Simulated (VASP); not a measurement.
Runs of VASP 6.6.1 on P. The structure is that of space group Pm-3m (No. 221), or close to it. The cells are those of the table. 

```csv
cell,k mesh,gap on the mesh (eV),pressure (GPa),largest force (eV/Å)
"a = 3.320 Å, angles 60.1°, 2 atoms",16 × 16 × 16,none,14.0,(a)
"a = 3.036 Å, angles 60.0°, 2 atoms",18 × 18 × 18,none,96.7,-
"a = 3.268 Å, angles 60.1°, 2 atoms",16 × 16 × 16,none,23.1,(b)
"a = 3.213 Å, angles 60.0°, 2 atoms",16 × 16 × 16,none,35.8,-
```

Alike in all rows: task single point; level r2SCAN+D3(BJ); potentials or basis VASP PAW PBE potentials, release 64 (P); no spin polarisation; cutoff (eV) 520; smearing gaussian 0.05 eV.

Q: Fill in the values left out.

A: (a) 0.06; (b) 0.02.

Caveats: the PAW data sets were made with another functional, which shifts forces and pressure a little; pairwise dispersion overbinds metals, which lowers pressure and volume.

A gap of «none» marks levels without a gap at the run's occupations.
